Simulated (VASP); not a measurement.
SnSe, 8 atoms in the cell. It takes space group Pnma (No. 62, orthorhombic). Conventional cell: a = 11.570 Å, b = 4.245 Å, c = 4.519 Å, α = 90.00°, β = 90.00°, γ = 90.00°. Sn (site symmetry m) has 6 Se at 2.73 to 3.55 Å and 2 Sn at 3.64 Å within 3.7 Å. Within 3.6 Å of Se (site symmetry m) lie 6 Sn at 2.73 to 3.55 Å. 

```yaml
Program: VASP 6.6.1
Task: single point
Functional: PBE
Dispersion: D3(BJ)
Potentials_or_basis: VASP PAW PBE potentials, release 64 (Sn_d, Se)
Cutoff: 520 eV
k_mesh: 3 × 6 × 6
Occupations: fermi-dirac, width 0.05 eV
Spin: no spin polarisation
Dipole_correction: no
Further_INCAR_settings: ALGO = Normal; EDIFF = 1e-06; NBANDS = 50
```

Potentials or basis: VASP PAW PBE potentials, release 64 (Sn_d, Se).

The run is started by

```console
$ cat potpaw_PBE.64/Sn_d/POTCAR potpaw_PBE.64/Se/POTCAR > POTCAR
$ mpirun -np 1 vasp_std > vasp.out
```

Hardware: 1 thread of Oxide Virtual Turin-like Processor, with other jobs on the host.

Task: Estimate the wall time of this run.

Result: Wall time 10 min on 1 thread of Oxide Virtual Turin-like Processor, with other jobs on the host, peak memory 0.45 GiB. Counts: scf iterations 13, k points 32.
